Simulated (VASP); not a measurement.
Crystal: MoH4.

```
H Mo
1.0
     3.83100    0.00000    0.00000
     0.00000    3.83100    0.00000
     0.00000    0.00000    5.41785
H Mo
4 1
Direct
  0.50000 0.00000 0.25000
  0.00000 0.50000 0.75000
  0.50000 0.00000 0.75000
  0.00000 0.50000 0.25000
  0.00000 0.00000 0.00000
```

```yaml
Program: VASP 6.6.1
Task: relaxation of cell and atoms
Functional: PBE
Potentials_or_basis: VASP PAW PBE potentials, release 64 (H, Mo_sv)
Cutoff: 600 eV
k_mesh: 4 × 4 × 4
Occupations: gaussian, width 0.1 eV
Spin: no spin polarisation
```

At the start: pressure -21.5 GPa; volume 15.90 Å³/atom.

Q: How do energy, volume and symmetry change on relaxing?

A: Over 17 steps the energy falls by 1116.1 meV/atom and the volume is 8.13 Å³/atom (-48.9 %); space group P4/mmm (No. 123, to 0.05 Å).

The path:
| step | energy change (eV) | largest force (eV/Å) | pressure (GPa) | volume (Å³) |
| --- | --- | --- | --- | --- |
| 1 | 0.0000 | 1.4141 | -21.52 | 79.52 |
| 2 | -3.5844 | 0.8795 | -21.49 | 57.34 |
| 3 | 16.7498 | 13.0149 | 489.01 | 18.70 |
| 4 | -4.3118 | 0.6996 | -19.57 | 51.55 |
| 5 | -3.5347 | 3.0328 | 63.87 | 31.42 |
| 6 | -5.1233 | 0.0222 | -9.52 | 44.25 |
| 7 | -5.2553 | 0.5885 | 2.13 | 40.25 |
| 8 | -5.2576 | 0.4644 | -0.39 | 40.95 |
| 9 | -5.4255 | 0.3367 | 0.33 | 40.24 |
| 10 | -5.5618 | 0.0748 | 1.88 | 38.92 |
| 11 | -5.5638 | 0.0234 | 2.27 | 38.66 |
| 12 | -5.5640 | 0.0335 | 2.18 | 38.71 |
| 13 | -5.5660 | 0.1403 | -1.41 | 39.67 |
| 14 | -5.5680 | 0.0691 | 0.05 | 39.27 |
| 15 | -5.5697 | 0.0645 | 0.04 | 39.41 |
| 16 | -5.5740 | 0.0502 | 0.02 | 39.83 |
| 17 | -5.5806 | 0.0198 | 0.06 | 40.67 |

Final structure:
```cif
data_structure
_symmetry_space_group_name_H-M 'P 1'
_symmetry_Int_Tables_number 1
_cell_length_a 2.7949
_cell_length_b 2.7949
_cell_length_c 5.2064
_cell_angle_alpha 90.000
_cell_angle_beta 90.000
_cell_angle_gamma 90.000
_cell_volume 40.67
loop_
_atom_site_label
_atom_site_type_symbol
_atom_site_fract_x
_atom_site_fract_y
_atom_site_fract_z
_atom_site_occupancy
H1 H 0.50000 0.00000 0.24075 1
H2 H 0.00000 0.50000 0.75925 1
H3 H 0.50000 0.00000 0.75925 1
H4 H 0.00000 0.50000 0.24075 1
Mo1 Mo 0.00000 0.00000 0.00000 1
```

Caveat: the k points lie up to 0.56 Å⁻¹ apart in the final cell; the volume moved by over 15 % at a fixed basis, so the end points are rough.
